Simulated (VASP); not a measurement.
# NbSb (WC type) (P-6m2) in VASP: a series of runs

Runs on NbSb (WC type). Level: PBE. Tasks: electric field gradients.

Everything below comes from runs of VASP 6.6.1. Logs are shortened: lines on timing, memory, paths and dates and some standing lists are left out, and cuts for length are marked.

### Step 1. The cell of the first run

It takes space group P-6m2 (No. 187, hexagonal). The conventional cell has a = 3.523 Å, b = 3.523 Å, c = 3.736 Å, α = 90.00°, β = 90.00°, γ = 120.00°. Nb (site symmetry -6m2) has 6 Sb at 2.76 Å and 6 Nb at 3.52 Å within 3.6 Å. Sb (site symmetry -6m2) has 6 Nb at 2.76 Å and 6 Sb at 3.52 Å within 3.6 Å.

### Step 2. Electric field gradients, PBE (volume scaled by 0.9405)

INCAR

```
PREC = Accurate
ENCUT = 520
EDIFF = 1E-8
ISMEAR = -1
SIGMA = 0.05
LREAL = F
LASPH = T
NELM = 100
ALGO = Normal
ISIF = 2
LWAVE = F
LCHARG = F
GGA = PE
LEFG = T
NBANDS = 16
```

KPOINTS

```
Automatic mesh
0
Gamma
  11 11 10
```

POSCAR

```
NbSb
1.0
    3.5227502525      0.0000000000      0.0000000000
   -1.7613751263      3.0507912098      0.0000000000
    0.0000000000      0.0000000000      3.7359978319
Nb Sb
1 1
Direct
    0.0000000000      0.0000000000      0.0000000000
    0.3333333333      0.6666666667      0.5000000000
```

Potentials or basis: VASP PAW PBE potentials, release 64 (Nb_sv, Sb).

The run is started by

```
> cat potpaw_PBE.64/Nb_sv/POTCAR potpaw_PBE.64/Sb/POTCAR > POTCAR
> mpirun -np 1 vasp_std > vasp.out
```

OUTCAR:

```text
PREC = Accurate
   ENCUT = 520
   EDIFF = 1E-8
   ISMEAR = -1
   LREAL = F
   LASPH = T
   NELM = 100
   ISIF = 2
   GGA = PE

 ion  position               nearest neighbor table
   1  0.000  0.000  0.000-   2 2.76   2 2.76   2 2.76   2 2.76   2 2.76   2 2.76
   2  0.333  0.667  0.500-   1 2.76   1 2.76   1 2.76   1 2.76   1 2.76   1 2.76

  LATTYP: Found a hexagonal cell.
 ALAT       =     3.5227502525
 C/A-ratio  =     1.0605344018

  Lattice vectors:

 A1 = (   3.5227502525,   0.0000000000,   0.0000000000)
 A2 = (  -1.7613751263,   3.0507912098,   0.0000000000)
 A3 = (   0.0000000000,   0.0000000000,   3.7359978319)

Analysis of symmetry for initial positions (statically):
=====================================================================
 Subroutine PRICEL returns:
 Original cell was already a primitive cell.

 Routine SETGRP: Setting up the symmetry group for a
 hexagonal supercell.

 Subroutine GETGRP returns: Found 12 space group operations
 (whereof 12 operations were pure point group operations)
 out of a pool of 24 trial point group operations.

The static configuration has the point symmetry D_3h.

Analysis of symmetry for dynamics (positions and initial velocities):
=====================================================================
 Subroutine PRICEL returns:
 Original cell was already a primitive cell.

 Routine SETGRP: Setting up the symmetry group for a
 hexagonal supercell.

 Subroutine GETGRP returns: Found 12 space group operations
 (whereof 12 operations were pure point group operations)
 out of a pool of 24 trial point group operations.

The dynamic configuration has the point symmetry D_3h.

 Subroutine INISYM returns: Found 12 space group operations
 (whereof 12 operations are pure point group operations),
 and found     1 'primitive' translations

----------------------------------------------------------------------------------------

                                     Primitive cell

  volume of cell :      40.1514

  direct lattice vectors                    reciprocal lattice vectors
     3.522750252  0.000000000  0.000000000     0.283869116  0.163891911  0.000000000
    -1.761375126  3.050791210  0.000000000     0.000000000  0.327783821  0.000000000
     0.000000000  0.000000000  3.735997832     0.000000000  0.000000000  0.267666108

  length of vectors
     3.522750252  3.522750252  3.735997832     0.327783821  0.327783821  0.267666108

  position of ions in fractional coordinates (direct lattice)
     0.000000000  0.000000000  0.000000000
     0.333333333  0.666666667  0.500000000

  ion indices of the primitive-cell ions
   primitive index   ion index
                 1           1
                 2           2

----------------------------------------------------------------------------------------

 KPOINTS: Automatic mesh

Automatic generation of k-mesh.
 Grid dimensions read from file:
 generate k-points for:   11   11   10

 Generating k-lattice:

  Cartesian coordinates                     Fractional coordinates (reciprocal lattice)
     0.025806283  0.014899265  0.000000000     0.090909091  0.000000000  0.000000000
     0.000000000  0.029798529  0.000000000     0.000000000  0.090909091  0.000000000
     0.000000000  0.000000000  0.026766611     0.000000000  0.000000000  0.100000000

  Length of vectors
     0.029798529  0.029798529  0.026766611

  Shift w.r.t. Gamma in fractional coordinates (k-lattice)
     0.000000000  0.000000000  0.000000000

 Subroutine IBZKPT returns following result:
 ===========================================

 Found     96 irreducible k-points:

 Following reciprocal coordinates:
            Coordinates               Weight
  0.000000  0.000000  0.000000      1.000000
  0.090909 -0.000000  0.000000      6.000000
  0.181818 -0.000000  0.000000      6.000000
  0.272727 -0.000000  0.000000      6.000000
  0.363636  0.000000  0.000000      6.000000
  0.454545 -0.000000  0.000000      6.000000
[... 16 lines left out ...]
  0.090909  0.090909  0.100000     12.000000
  0.181818  0.090909  0.100000     24.000000
 [... further k-points ...]
   k-points           NKPTS =     96   k-points in BZ     NKDIM =     96   number of bands    NBANDS=     16
   number of dos      NEDOS =    301   number of ions     NIONS =      2
   total plane-waves  NPLWV =  21952
   dimension x,y,z NGX =    28 NGY =   28 NGZ =   28
   dimension x,y,z NGXF=    56 NGYF=   56 NGZF=   56
   ions per type =               1   1
   NGX,Y,Z   is equivalent  to a cutoff of  13.21, 13.21, 12.46 a.u.
   NGXF,Y,Z  is equivalent  to a cutoff of  26.43, 26.43, 24.92 a.u.
 SYSTEM =  unknown system
   PREC   = accura    normal or accurate (medium, high low for compatibility)
   ISTART =      0    job   : 0-new  1-cont  2-samecut
   ICHARG =      2    charge: 1-file 2-atom 10-const
   ISPIN  =      1    spin polarized calculation?
   LNONCOLLINEAR =      F non collinear calculations
   LSORBIT =      F    spin-orbit coupling
   LASPH  =      T    aspherical Exc in radial PAW
   ENCUT  =  520.0 eV  38.22 Ry    6.18 a.u.   6.55  6.55  6.95*2*pi/ulx,y,z
   NELM   =    100;   NELMIN=  2; NELMDL= -5     # of ELM steps
   EDIFF  = 0.1E-07   stopping-criterion for ELM
   LREAL  =      F    real-space projection
   EDIFFG = 0.1E-06   stopping-criterion for IOM
   NSW    =      0    number of steps for IOM
   IBRION =     -1    ionic relax: 0-MD 1-quasi-New 2-CG
   NFREE  =      0    steps in history (QN), initial steepest desc. (CG)
   ISIF   =      2    stress and relaxation
   ISYM   =      2    0-nonsym 1-usesym 2-fastsym
   POTIM  = 0.5000    time-step for ionic-motion
   TEBEG  =    0.0;   TEEND  =   0.0 temperature during run
   PSTRESS=    0.0 pullay stress
   NELECT =      18.0000    total number of electrons
   NUPDOWN=      -1.0000    fix difference up-down
   EMIN   =  10.00;   EMAX   =-10.00  energy-range for DOS
   EFERMI =   0.00;   METHOD = LEGACY
   ISMEAR =    -1;   SIGMA  =   0.05  broadening in eV -4-tet -1-fermi 0-gaus
   EFERMI_NEDOS =   21; number of points for ismear=-14 and -15
   IALGO  =     38    algorithm
   IMIX   =      4    mixing-type and parameters
     AMIX     =   0.40;   BMIX     =  1.00
     AMIX_MAG =   1.60;   BMIX_MAG =  1.00
  volume/ion in A,a.u.               =      20.08       135.48
  Fermi-wavevector in a.u.,A,eV,Ry     =   1.252945  2.367723 21.359395  1.569871
  Thomas-Fermi vector in A             =   2.386821
   LORBIT       =      0    0 simple, 1 ext, 2 COOP (PROOUT), +10 PAW based schemes
   GGA     = PE    functional components
   LHFCALC =     F    Hartree Fock is set to
   AEXX    =    0.0000 exact exchange contribution
   IVDW    =     0    specifies the selected vdW correction
   LEPSILON=     F    determine dielectric tensor
   LRPA    =     F    only Hartree local field effects (RPA)
 non-spin polarized calculation
  energy-cutoff  :      520.00
  volume of cell :       40.15
 maximum number of plane-waves:      1105
 NGX is ok and might be reduce to    28
   NGX = 13   NGY = 13   NGZ = 13

 number of electron      18.0000000 magnetization

 Free energy of the ion-electron system (eV)
  ---------------------------------------------------
  ext. energy  EPLUGINS =         0.00000000
  ---------------------------------------------------
  free energy    TOTEN  =       -14.62911117 eV

  energy without entropy =      -14.62480656  energy(sigma->0) =      -14.62695887

 E-fermi :  11.1262     XC(G=0): -11.6777

 val. band max:       11.0983155937   @ k =   0.3636   0.0909   0.0000
 cond. band min:      11.1285071479   @ k =   0.3636   0.1818   0.0000
 fundamental gap:      0.0301915542
 Fermi energy:        11.1261803459

 k-point     1 :       0.0000    0.0000    0.0000
  band No.  band energies     occupation
      1     -43.8735      2.00000
      2     -20.0616      2.00000
      3     -19.8494      2.00000
      4     -19.8494      2.00000
      5      -1.0042      2.00000
      6       8.6014      2.00000
[... 8 lines left out ...]
     15      18.4195      0.00000
     16      20.4017      0.00000

 k-point     2 :       0.0909   -0.0000    0.0000
  band No.  band energies     occupation
      1     -43.8721      2.00000
      2     -20.0584      2.00000
      3     -19.8667      2.00000
      4     -19.8535      2.00000
      5      -0.8660      2.00000
      6       8.6260      2.00000
[... 8 lines left out ...]
     15      18.4800      0.00000
     16      20.9915      0.00000
[... 387 lines left out ...]
      5      -0.4863      2.00000
      6       8.2902      2.00000
[... 8 lines left out ...]
     15      18.8721      0.00000
     16      21.2618      0.00000

 k-point    24 :       0.1818    0.0909    0.1000
  band No.  band energies     occupation
      1     -43.8649      2.00000
      2     -20.0526      2.00000
      3     -19.9460      2.00000
      4     -19.8762      2.00000
      5       0.0151      2.00000
      6       7.7577      2.00000
[... 8 lines left out ...]
     15      19.8839      0.00000
     16      21.2037      0.00000

 [... further k-points ...]
[... 5 lines left out ...]
  --------------------------------------------------------------------------------------
  -------------------------------------------------------------------------------------
  Total        1.9546249      1.9546249      2.7036255     -0.0000000      0.0000000      0.0000000
  in kB       77.9961310     77.9961310    107.8837798     -0.0000000      0.0000000      0.0000000
  external PRESSURE =      87.9586806 kB  Pullay stress =       0.0000000 kB

 VOLUME and BASIS-vectors are now :
 -----------------------------------------------------------------------------
  energy-cutoff  :      520.00
  volume of cell :       40.15
      direct lattice vectors                 reciprocal lattice vectors
     3.522750252  0.000000000  0.000000000     0.283869116  0.163891911  0.000000000
    -1.761375126  3.050791210  0.000000000     0.000000000  0.327783821  0.000000000
     0.000000000  0.000000000  3.735997832     0.000000000  0.000000000  0.267666108

 POSITION                                       TOTAL-FORCE (eV/Angst)
 -----------------------------------------------------------------------------------
      0.00000      0.00000      0.00000        -0.000000      0.000000      0.000000
     -0.00000      2.03386      1.86800         0.000000     -0.000000      0.000000
 -----------------------------------------------------------------------------------
    total drift:                               -0.000000      0.000000      0.000000

  FREE ENERGIE OF THE ION-ELECTRON SYSTEM (eV)
  ---------------------------------------------------
  free  energy   TOTEN  =       -14.6291111678 eV

  energy  without entropy=      -14.6248065641  energy(sigma->0) =      -14.62695887

 Electric field gradients (V/A^2)
---------------------------------------------------------------------
 ion       V_xx      V_yy      V_zz      V_xy      V_xz      V_yz
---------------------------------------------------------------------
   1      -4.167    -4.166     8.333     0.000     0.000    -0.000
   2      41.313    41.313   -82.626     0.000     0.000    -0.000
---------------------------------------------------------------------

 Electric field gradients after diagonalization (V/A^2)
 (convention: |V_zz| > |V_xx| > |V_yy|)
----------------------------------------------------------------------
 ion       V_xx      V_yy      V_zz     asymmetry (V_yy - V_xx)/ V_zz
----------------------------------------------------------------------
   1      -4.167    -4.166     8.333       0.000
   2      41.313    41.313   -82.626       0.000
----------------------------------------------------------------------

           NMR quadrupolar parameters

 Cq : quadrupolar parameter    Cq=e*Q*V_zz/h
 eta: asymmetry parameters     (V_yy - V_xx)/ V_zz
 Q  : nuclear electric quadrupole moment in mb (millibarn)
----------------------------------------------------------------------
 ion       Cq(MHz)       eta       Q (mb)
----------------------------------------------------------------------
   1       0.020       0.000       1.000
   2      -0.200       0.000       1.000
----------------------------------------------------------------------
```

It took 70 s on 1 thread of Intel Xeon Platinum 8375C at 2.90GHz (Ice Lake), shared host; peak memory 0.2 GiB.

Results:

* Free energy: -14.6291 eV
* Pressure: 8.8 GPa
* Band gap on the k mesh: zero (band 9 reaches 11.28 eV, above the bottom of band 10 at 10.88 eV)

Levels at points of the mesh, in eV from the Fermi level:
| k point | band 6 | band 7 | band 8 | band 9 | band 10 | band 11 | band 12 | band 13 |
| --- | --- | --- | --- | --- | --- | --- | --- | --- |
| (0.00, 0.00, 0.00) | -2.52 | -1.50 | -1.50 | -0.50 | 0.90 | 0.90 | 5.16 | 5.16 |
| (0.00, 0.00, 0.50) | -6.41 | -0.76 | -0.76 | -0.24 | -0.24 | 0.97 | 4.44 | 4.44 |

Electric field gradients, principal values (V/Å²):
| atom | least | middle | greatest (by size) |
| --- | --- | --- | --- |
| 1 Nb | -4.166 | -4.167 | 8.333 |
| 2 Sb | 41.313 | 41.313 | -82.626 |

Caveat: without QUAD_EFG the Cq values of the log hold for a quadrupole moment of 1 mb, not for the nuclei; spin-orbit coupling is left out, which moves the levels of the heavy elements.

### Step 3. Electric field gradients, PBE (volume scaled by 0.9405)

INCAR

```
SYSTEM = NbSb
ALGO     = Normal         ! electronic algorithm
EDIFF    = 1E-8           ! SCF threshold, eV
ENCUT    = 520            ! plane-wave cutoff, eV
GGA      = PE             ! functional
ISIF     = 2              ! what is computed and relaxed
ISMEAR   = -1             ! smearing method
LASPH    = .True.         ! aspherical terms in the spheres
LCHARG   = .False.        ! write CHGCAR
LEFG     = .True.       
LREAL    = .False.        ! projectors in reciprocal space
LWAVE    = .False.        ! write WAVECAR
NBANDS   = 16             ! bands
NELM     = 100            ! most SCF steps
PREC     = Accurate       ! precision mode
SIGMA    = 0.05           ! smearing width, eV
```

KPOINTS

```
k-points
0
Gamma
  11 11 10
  0 0 0
```

POSCAR is that of step 2.

Potentials or basis: VASP PAW PBE potentials, release 64 (Nb_sv, Sb).

The run is started by

```
> cat potpaw_PBE.64/Nb_sv/POTCAR potpaw_PBE.64/Sb/POTCAR > POTCAR
> mpirun -np 1 vasp_std > vasp.out
```

OUTCAR:

```text
SYSTEM = NbSb
   EDIFF = 1E-8
   ENCUT = 520
   GGA = PE
   ISIF = 2
   ISMEAR = -1
   LASPH = .True.
   LREAL = .False.
   NELM = 100
   PREC = Accurate

 ion  position               nearest neighbor table
   1  0.000  0.000  0.000-   2 2.76   2 2.76   2 2.76   2 2.76   2 2.76   2 2.76
   2  0.333  0.667  0.500-   1 2.76   1 2.76   1 2.76   1 2.76   1 2.76   1 2.76

  LATTYP: Found a hexagonal cell.
 ALAT       =     3.5227502525
 C/A-ratio  =     1.0605344018

  Lattice vectors:

 A1 = (   3.5227502525,   0.0000000000,   0.0000000000)
 A2 = (  -1.7613751263,   3.0507912098,   0.0000000000)
 A3 = (   0.0000000000,   0.0000000000,   3.7359978319)

Analysis of symmetry for initial positions (statically):
=====================================================================
 Subroutine PRICEL returns:
 Original cell was already a primitive cell.

 Routine SETGRP: Setting up the symmetry group for a
 hexagonal supercell.

 Subroutine GETGRP returns: Found 12 space group operations
 (whereof 12 operations were pure point group operations)
 out of a pool of 24 trial point group operations.

The static configuration has the point symmetry D_3h.

Analysis of symmetry for dynamics (positions and initial velocities):
=====================================================================
 Subroutine PRICEL returns:
 Original cell was already a primitive cell.

 Routine SETGRP: Setting up the symmetry group for a
 hexagonal supercell.

 Subroutine GETGRP returns: Found 12 space group operations
 (whereof 12 operations were pure point group operations)
 out of a pool of 24 trial point group operations.

The dynamic configuration has the point symmetry D_3h.

[... 150 lines left out ...]
 fundamental gap:      0.0301915542
 Fermi energy:        11.1261803459

 k-point     1 :       0.0000    0.0000    0.0000
  band No.  band energies     occupation
      1     -43.8735      2.00000
      2     -20.0616      2.00000
      3     -19.8494      2.00000
      4     -19.8494      2.00000
      5      -1.0042      2.00000
      6       8.6014      2.00000
[... 433 lines left out ...]
      3     -19.9460      2.00000
      4     -19.8762      2.00000
      5       0.0151      2.00000
      6       7.7577      2.00000
[... 8 lines left out ...]
     15      19.8839      0.00000
     16      21.2037      0.00000

 [... further k-points ...]
[... 5 lines left out ...]
  --------------------------------------------------------------------------------------
  -------------------------------------------------------------------------------------
  Total        1.9546249      1.9546249      2.7036255     -0.0000000      0.0000000      0.0000000
  in kB       77.9961310     77.9961310    107.8837798     -0.0000000      0.0000000      0.0000000
  external PRESSURE =      87.9586806 kB  Pullay stress =       0.0000000 kB

 VOLUME and BASIS-vectors are now :
 -----------------------------------------------------------------------------
  energy-cutoff  :      520.00
  volume of cell :       40.15
      direct lattice vectors                 reciprocal lattice vectors
     3.522750252  0.000000000  0.000000000     0.283869116  0.163891911  0.000000000
    -1.761375126  3.050791210  0.000000000     0.000000000  0.327783821  0.000000000
     0.000000000  0.000000000  3.735997832     0.000000000  0.000000000  0.267666108

 POSITION                                       TOTAL-FORCE (eV/Angst)
 -----------------------------------------------------------------------------------
      0.00000      0.00000      0.00000        -0.000000      0.000000      0.000000
     -0.00000      2.03386      1.86800         0.000000     -0.000000      0.000000
 -----------------------------------------------------------------------------------
    total drift:                               -0.000000      0.000000      0.000000

  FREE ENERGIE OF THE ION-ELECTRON SYSTEM (eV)
  ---------------------------------------------------
  free  energy   TOTEN  =       -14.6291111678 eV

  energy  without entropy=      -14.6248065641  energy(sigma->0) =      -14.62695887

 Electric field gradients (V/A^2)
---------------------------------------------------------------------
 ion       V_xx      V_yy      V_zz      V_xy      V_xz      V_yz
---------------------------------------------------------------------
   1      -4.167    -4.166     8.333     0.000     0.000    -0.000
   2      41.313    41.313   -82.626     0.000     0.000    -0.000
---------------------------------------------------------------------

 Electric field gradients after diagonalization (V/A^2)
 (convention: |V_zz| > |V_xx| > |V_yy|)
----------------------------------------------------------------------
 ion       V_xx      V_yy      V_zz     asymmetry (V_yy - V_xx)/ V_zz
----------------------------------------------------------------------
   1      -4.167    -4.166     8.333       0.000
   2      41.313    41.313   -82.626       0.000
----------------------------------------------------------------------

           NMR quadrupolar parameters

 Cq : quadrupolar parameter    Cq=e*Q*V_zz/h
 eta: asymmetry parameters     (V_yy - V_xx)/ V_zz
 Q  : nuclear electric quadrupole moment in mb (millibarn)
----------------------------------------------------------------------
 ion       Cq(MHz)       eta       Q (mb)
----------------------------------------------------------------------
   1       0.020       0.000       1.000
   2      -0.200       0.000       1.000
----------------------------------------------------------------------
```

Run time: 61 s. Hardware: 1 thread of Intel Xeon Platinum 8375C at 2.90GHz (Ice Lake), shared host; peak memory 0.2 GiB.

What came out:

* Free energy: -14.6291 eV
* Pressure: 8.8 GPa
* Band gap on the k mesh: zero (band 9 reaches 11.28 eV, above the bottom of band 10 at 10.88 eV)

Stress tensor (GPa, compression positive):
```
 7.80  0.00  0.00
 0.00  7.80  0.00
 0.00  0.00 10.79
```

Electric field gradients, principal values (V/Å²):
```
atom   least  middle  greatest (by size)
1 Nb  -4.166  -4.167               8.333
2 Sb  41.313  41.313             -82.626
```

Caveat: without QUAD_EFG the Cq values of the log hold for a quadrupole moment of 1 mb, not for the nuclei; spin-orbit coupling is left out, which moves the levels of the heavy elements.
